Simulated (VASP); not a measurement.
# Ni (Fm-3m) in VASP: a series of runs, part 2 of 2

VASP 6.6.1.

## Step 3: Single point, PBE, collinear spin, ferromagnetic start

Input file INCAR:

```
SYSTEM = Ni
PREC     = Accurate       ! precision mode
ENCUT    = 520            ! plane-wave cutoff, eV
EDIFF    = 1E-7           ! SCF threshold, eV
ISMEAR   = -1             ! smearing method
SIGMA    = 0.1            ! smearing width, eV
LREAL    = .False.        ! projectors in reciprocal space
LASPH    = .True.         ! aspherical terms in the spheres
NELM     = 150            ! most SCF steps
ALGO     = Normal         ! electronic algorithm
ISIF     = 2              ! what is computed and relaxed
LWAVE    = .False.        ! write WAVECAR
LCHARG   = .True.         ! write CHGCAR
ISPIN    = 2              ! spin polarisation
MAGMOM   = 2              ! initial moments
LORBIT   = 11             ! projections on sites
LMAXMIX  = 4              ! l up to which the mixer works
GGA      = PE             ! functional
LELF     = .True.         ! ELF
LVHAR    = .True.       
NBANDS   = 15             ! bands
```

Input file KPOINTS:

```
Automatic mesh
0
Gamma
  13 13 13
  0 0 0
```

Input file POSCAR:

```
Ni
1.0
    0.0000000000      1.7758000000      1.7758000000
    1.7758000000      0.0000000000      1.7758000000
    1.7758000000      1.7758000000      0.0000000000
Ni
1
Direct
    0.0000000000      0.0000000000      0.0000000000
```

Potentials or basis: VASP PAW PBE potentials, release 64 (Ni).

On the command line:

```console
> cat potpaw_PBE.64/Ni/POTCAR > POTCAR
> mpirun -np 1 vasp_std > vasp.out
```

OUTCAR:

```text
SYSTEM = Ni
   PREC = Accurate
   ENCUT = 520
   EDIFF = 1E-7
   ISMEAR = -1
   LREAL = .False.
   LASPH = .True.
   NELM = 150
   ISIF = 2
   ISPIN = 2
   LORBIT = 11
   GGA = PE

 ion  position               nearest neighbor table
   1  0.000  0.000  0.000-

  LATTYP: Found a face centered cubic cell.
 ALAT       =     3.5516000000

  Lattice vectors:

 A1 = (   0.0000000000,   1.7758000000,   1.7758000000)
 A2 = (   1.7758000000,   0.0000000000,   1.7758000000)
 A3 = (   1.7758000000,   1.7758000000,   0.0000000000)

Analysis of symmetry for initial positions (statically):
=====================================================================
 Subroutine PRICEL returns:
 Original cell was already a primitive cell.

 Routine SETGRP: Setting up the symmetry group for a
 face centered cubic supercell.

 Subroutine GETGRP returns: Found 48 space group operations
 (whereof 48 operations were pure point group operations)
 out of a pool of 48 trial point group operations.

The static configuration has the point symmetry O_h .
[... 627 lines left out ...]
      9      36.0705      0.00000
     10      36.0705      0.00000
     11      39.0319      0.00000
     12      39.0319      0.00000
     13      39.0319      0.00000
     14      41.8327      0.00000
[... 403 lines left out ...]
      4       7.6470      1.00000
      5       9.1375      0.15110
      6      10.2268      0.00000
      7      16.9071      0.00000
      8      27.4857      0.00000
      9      29.1026      0.00000
     10      31.2076      0.00000
     11      41.0081      0.00000
     12      41.2506      0.00000
     13      44.1148      0.00000
     14      47.4547      0.00000
     15      56.1426      0.00000

 [... further k-points ...]

------------------------ aborting loop because EDIFF is reached ----------------------------------------

  FORCE on cell =-STRESS in cart. coord.  units (eV):
  Direction    XX          YY          ZZ          XY          YZ          ZX
  --------------------------------------------------------------------------------------
  -------------------------------------------------------------------------------------
  Total       -0.3430945     -0.3430945     -0.3430945      0.0000000      0.0000000      0.0000000
  in kB      -49.0808676    -49.0808676    -49.0808676      0.0000000      0.0000000      0.0000000
  external PRESSURE =     -49.0808676 kB  Pullay stress =       0.0000000 kB

 VOLUME and BASIS-vectors are now :
 -----------------------------------------------------------------------------
  energy-cutoff  :      520.00
  volume of cell :       11.20
      direct lattice vectors                 reciprocal lattice vectors
     0.000000000  1.775800000  1.775800000    -0.281563239  0.281563239  0.281563239
     1.775800000  0.000000000  1.775800000     0.281563239 -0.281563239  0.281563239
     1.775800000  1.775800000  0.000000000     0.281563239  0.281563239 -0.281563239

 POSITION                                       TOTAL-FORCE (eV/Angst)
 -----------------------------------------------------------------------------------
      0.00000      0.00000      0.00000         0.000000      0.000000      0.000000
 -----------------------------------------------------------------------------------
    total drift:                               -0.000000     -0.000000     -0.000000

  FREE ENERGIE OF THE ION-ELECTRON SYSTEM (eV)
  ---------------------------------------------------
  free  energy   TOTEN  =        -5.4950483605 eV

  energy  without entropy=       -5.4416216721  energy(sigma->0) =       -5.46833502

 total charge

# of ion       s       p       d       tot
------------------------------------------
    1        0.485   0.473   8.302   9.260

 magnetization (x)

# of ion       s       p       d       tot
------------------------------------------
    1       -0.006  -0.023   0.666   0.637
```

stdout:

```text
POSCAR found type information on POSCAR Ni
 POSCAR found :  1 types and       1 ions
 scaLAPACK will be used
 LDA part: xc-table for (Slater+PW92), standard interpolation
 POSCAR, INCAR and KPOINTS ok, starting setup
 FFT: planning ... GRIDC
 FFT: planning ... GRID_SOFT
 FFT: planning ... GRID
 WAVECAR not read
 entering main loop
```

Wall time 70 s (1 thread of AMD EPYC 7R13, shared host); peak memory 0.11 GiB.

Results:

```yaml
Free_energy: -5.4950 eV
Pressure: -4.9 GPa
Net_moment: 0.62 μB per cell
Site_moments: Ni +0.64 μB
Valence_electrons_inside_the_program's_atomic_spheres: Ni 9.26
```

Levels at points of the mesh, in eV from the Fermi level:
Spin up:
| k point | band 1 | band 2 | band 3 | band 4 | band 5 | band 6 | band 7 | band 8 | band 9 | band 10 |
| --- | --- | --- | --- | --- | --- | --- | --- | --- | --- | --- |
| (0.00, 0.00, 0.00) | -8.80 | -2.34 | -2.34 | -2.34 | -1.23 | -1.23 | 23.48 | 27.12 | 27.12 | 27.12 |
Spin down:
| k point | band 2 | band 3 | band 4 | band 5 | band 6 | band 7 | band 8 | band 9 |
| --- | --- | --- | --- | --- | --- | --- | --- | --- |
| (0.00, 0.00, 0.00) | -1.61 | -1.61 | -1.61 | -0.63 | -0.63 | 23.32 | 27.11 | 27.11 |

## Step 4: Single point, PBE, collinear spin, ferromagnetic start

Changes to INCAR since step 3:

```diff
@@ -4,4 +4,4 @@
 EDIFF    = 1E-7           ! SCF threshold, eV
-ISMEAR   = -1             ! smearing method
-SIGMA    = 0.1            ! smearing width, eV
+ISMEAR   = 0              ! smearing method
+SIGMA    = 0.05           ! smearing width, eV
 LREAL    = .False.        ! projectors in reciprocal space
@@ -12,3 +12,3 @@
 LWAVE    = .False.        ! write WAVECAR
-LCHARG   = .True.         ! write CHGCAR
+LCHARG   = .False.        ! write CHGCAR
 ISPIN    = 2              ! spin polarisation
@@ -18,4 +18,2 @@
 GGA      = PE             ! functional
-LELF     = .True.         ! ELF
-LVHAR    = .True.       
 NBANDS   = 15             ! bands
```

KPOINTS is that of step 3.

POSCAR is that of step 3.

On the command line:

```console
> cat potpaw_PBE.64/Ni/POTCAR > POTCAR
> mpirun -np 1 vasp_std > vasp.out
```

Wall time 71 s (1 thread of AMD EPYC 7R13, shared host); peak memory 0.11 GiB.

It converged, with:

- Free energy: -5.4689 eV
- Pressure: -5.3 GPa
- Net moment: 0.63 μB per cell
- Site moments: Ni +0.65 μB
- Valence electrons inside the program's atomic spheres: Ni 9.26

Levels at points of the mesh, in eV from the Fermi level:
Spin up:
| k point | band 1 | band 2 | band 3 | band 4 | band 5 | band 6 | band 7 | band 8 | band 9 | band 10 |
| --- | --- | --- | --- | --- | --- | --- | --- | --- | --- | --- |
| (0.00, 0.00, 0.00) | -8.82 | -2.38 | -2.38 | -2.38 | -1.24 | -1.24 | 23.46 | 27.10 | 27.10 | 27.10 |
Spin down:
```csv
k point,band 2,band 3,band 4,band 5,band 6,band 7,band 8,band 9
"(0.00, 0.00, 0.00)",-1.62,-1.62,-1.62,-0.66,-0.66,23.30,27.08,27.08
```
